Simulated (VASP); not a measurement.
Set up this calculation in VASP 6.6.1, as the native input.

- Task: relaxation of cell and atoms
- Functional: PBE
- Potentials or basis: VASP PAW PBE potentials, release 64 (Mg, Zn, O)
- Cutoff: 600 eV
- k mesh: 4 × 4 × 3
- Occupations: gaussian, width 0.2 eV
- Spin: no spin polarisation
- Dipole correction: no
- Further INCAR settings: ALGO = Normal; EDIFF = 1e-07; IBRION = 2; EDIFFG = -0.08; NSW = 36; ISIF = 3

The structure of MgZn4O lies in POSCAR:

```
MgZn4O
1.0
    4.5869185300      0.0000000000      0.0000000000
   -2.2934592700      3.9723879700      0.0000000000
    0.0000000000      0.0000000000      5.2696136300
Mg Zn O
1 4 1
Direct
    0.0000000000      0.0000000000      0.0379929600
    0.8069754400      0.1930245600      0.3601386200
    0.8069754400      0.6139508700      0.3601386200
    0.3860491300      0.1930245600      0.3601386200
    0.6666666700      0.3333333300      0.6624017300
    0.3333333300      0.6666666700      0.4594285400
```

One way to write it, as run:

INCAR

```
ALGO = Normal
EDIFF = 1E-7
EDIFFG = -0.08
ENCUT = 600
GGA = PE
IBRION = 2
ISIF = 3
ISMEAR = 0
LASPH = T
LCHARG = F
LREAL = F
LWAVE = F
NELM = 100
NSW = 36
PREC = Accurate
SIGMA = 0.2
```

KPOINTS

```
k-points
0
Gamma
  4 4 3
```

Potentials or basis: VASP PAW PBE potentials, release 64 (Mg, Zn, O).

Run with:

```console
$ cat potpaw_PBE.64/Mg/POTCAR potpaw_PBE.64/Zn/POTCAR potpaw_PBE.64/O/POTCAR > POTCAR
$ mpirun -np 1 vasp_std > vasp.out
```

It gave:

| Property | Result |
| --- | --- |
| Relaxed volume | 17.57 Å³/atom |
| Relaxed cell | a = 4.866 Å, b = 4.866 Å, c = 5.143 Å, α = 90.00°, β = 90.00°, γ = 120.00° |
| Space group after relaxing (to 0.05 Å) | P3m1 (No. 156) |
| Energy gained by relaxing | 1862.2 meV/atom |
| Ionic steps | 25 |
| Pressure after relaxing | 0.1 GPa |
| Largest force after relaxing | 0.048 eV/Å |
| Band gap on the k mesh | zero (band 28 reaches 2.62 eV, above the bottom of band 29 at 1.81 eV) |

Caveat: the k points lie up to 0.41 Å⁻¹ apart in the final cell; the relaxation stopped at a loose force limit of 0.08 eV/Å, so its end isn't a converged minimum.

Wall time 19 min on 1 thread of AMD EPYC 9R45 (Zen 5) (shared host), peak memory 0.24 GiB.
